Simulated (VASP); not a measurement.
Write the native input for VASP 6.6.1 that does the following.

| Item | Value |
| --- | --- |
| Task | relaxation of cell and atoms |
| Functional | PBEsol |
| Potentials or basis | VASP PAW PBE potentials, release 64 (Hg) |
| Cutoff | 600 eV |
| k mesh | 16 × 16 × 16 |
| Occupations | gaussian, width 0.1 eV |
| Spin | no spin polarisation |
| Dipole correction | no |
| Further INCAR settings | ALGO = Normal; EDIFF = 1e-06; IBRION = 2; EDIFFG = -0.005; NSW = 100; ISIF = 3 |

The structure of Hg lies in POSCAR:

```
Hg
1.0
   -2.0696950000      2.0696950000      1.8022580000
    2.0696950000     -2.0696950000      1.8022580000
    2.0696950000      2.0696950000     -1.8022580000
Hg
1
Direct
    0.0000000000      0.0000000000      0.0000000000
```

These files were run (other wordings do the same):

INCAR

```
PREC     = Accurate       # precision mode
ENCUT    = 600            # plane-wave cutoff, eV
EDIFF    = 1E-6           # SCF threshold, eV
ISMEAR   = 0              # smearing method
SIGMA    = 0.1            # smearing width, eV
LREAL    = False          # projectors in reciprocal space
LASPH    = True           # aspherical terms in the spheres
NELM     = 100            # most SCF steps
ALGO     = Normal         # electronic algorithm
ISIF     = 3              # what is computed and relaxed
LWAVE    = False          # write WAVECAR
LCHARG   = False          # write CHGCAR
GGA      = PS             # functional
IBRION   = 2              # ionic algorithm
NSW      = 100            # ionic steps
EDIFFG   = -0.005         # ionic threshold
```

KPOINTS

```
Automatic mesh
0
Gamma
  16 16 16
```

Potentials or basis: VASP PAW PBE potentials, release 64 (Hg).

The run is started by

```console
$ cat potpaw_PBE.64/Hg/POTCAR > POTCAR
$ mpirun -np 1 vasp_std > vasp.out
```

Results of the run:

| Property | Result |
| --- | --- |
| Relaxed volume | 24.13 Å³/atom |
| Relaxed cell | a = 3.164 Å, b = 3.164 Å, c = 3.164 Å, α = 106.30°, β = 106.30°, γ = 116.02° |
| Space group after relaxing (to 0.1 Å) | I4/mmm (No. 139) |
| Energy gained by relaxing | 96.9 meV/atom |
| Ionic steps | 9 |
| Pressure after relaxing | 0.0 GPa |
| Band gap on the k mesh | zero (bands 6 and 7 overlap by 4.33 eV) |

Caveat: the volume moved by over 15 % at a fixed basis, so the end points are rough; the PAW data sets were made with another functional, which shifts forces and pressure a little; spin-orbit coupling is left out, which moves the levels of the heavy elements.

Wall time 4.1 min on 1 thread of Intel(R) Xeon(R) 6975P-C (Granite Rapids) (shared host), peak memory 0.29 GiB.
